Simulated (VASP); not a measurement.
Br, 4 atoms in the cell. Symmetry: Cmce, No. 64, orthorhombic system. Conventional cell: a = 6.656 Å, b = 3.903 Å, c = 8.473 Å, α = 90.00°, β = 90.00°, γ = 90.00°. Within 3.2 Å of Br (site symmetry m) lie 3 Br at 2.40 to 2.93 Å. 

* Program: VASP 6.6.1
* Task: single point
* Functional: LDA
* Potentials or basis: VASP PAW LDA potentials, release 64 (Br)
* Cutoff: 520 eV
* k mesh: 10 × 10 × 4
* Occupations: fermi-dirac, width 0.05 eV
* Spin: no spin polarisation
* Dipole correction: no
* Further INCAR settings: ALGO = Normal; EDIFF = 1e-07; NBANDS = 22

Potentials or basis: VASP PAW LDA potentials, release 64 (Br).

Launch:

```bash
$ cat potpaw_LDA.64/Br/POTCAR > POTCAR
$ mpirun -np 1 vasp_std > vasp.out
```

Hardware: 1 thread of Oxide Virtual Turin-like Processor, with other jobs on the host.

Task: Estimate the wall time of this run.

Result: Run time: 4.5 min on 1 thread of Oxide Virtual Turin-like Processor, on a shared host, peak memory 0.26 GiB. Counts: scf iterations 13, k points 93.
